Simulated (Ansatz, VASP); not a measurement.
# Two plane-wave programs on Ta

The input INCAR:

```
SYSTEM = Ta
PREC     = Accurate       ! precision mode
ENCUT    = 500            ! plane-wave cutoff, eV
EDIFF    = 1E-6           ! SCF threshold, eV
ISMEAR   = 0              ! smearing method
SIGMA    = 0.05           ! smearing width, eV
LREAL    = .FALSE.        ! projectors in reciprocal space
LASPH    = .TRUE.         ! aspherical terms in the spheres
NELM     = 120            ! most SCF steps
ALGO     = Normal         ! electronic algorithm
ISIF     = 2              ! what is computed and relaxed
LWAVE    = .FALSE.        ! write WAVECAR
LCHARG   = .FALSE.        ! write CHGCAR
NBANDS   = 12             ! bands
GGA_COMPAT= .FALSE.
```

KPOINTS

```
Automatic mesh
0
G
  18 18 18
  0 0 0
```

Contents of POSCAR:

```
Ta
1.0
   -1.6264640240      1.6264640240      1.6264640240
    1.6264640240     -1.6264640240      1.6264640240
    1.6264640240      1.6264640240     -1.6264640240
Ta
1
Direct
    0.0000000000      0.0000000000      0.0000000000
```

Input for Ansatz:

```yaml
crystal:
  lattice:
    - [-1.626464024, 1.626464024, 1.626464024]
    - [1.626464024, -1.626464024, 1.626464024]
    - [1.626464024, 1.626464024, -1.626464024]
  atoms:
    - { symbol: Ta, position: [0.0, 0.0, 0.0] }
basis:
  ecutwfc: 420
  ecutrho_ratio: 4
kpoints:
  mp_grid: { grid: [18, 18, 18] }
hamiltonian:
  xc: lda
scf:
  occupations: { method: gaussian, width: 0.05 }
output:
  forces: true
  stress: true
  eigenvalues: true
```

Alike in both runs: task single point; functional LDA; k mesh 18 × 18 × 18; occupations gaussian, width 0.05 eV; no spin polarisation.

|  | VASP | Ansatz |
| --- | --- | --- |
| version | VASP 6.6.1 | Ansatz 0.2.0 |
| potentials or method | VASP PAW LDA potentials, release 64 (Ta_sv_GW), cutoff 500 eV | scalar-relativistic, plane waves, PAW |
| valence electrons in the cell | 13 | 13 |

Ansatz gave:

```
pressure (GPa) : 0.0
```

Q: What did VASP give for the same quantities?

A: Pressure (GPa): -0.7.

LDA's correlation is that of Perdew and Zunger in VASP and of Perdew and Wang (1992) in Ansatz.

Neither program's run includes spin-orbit coupling.
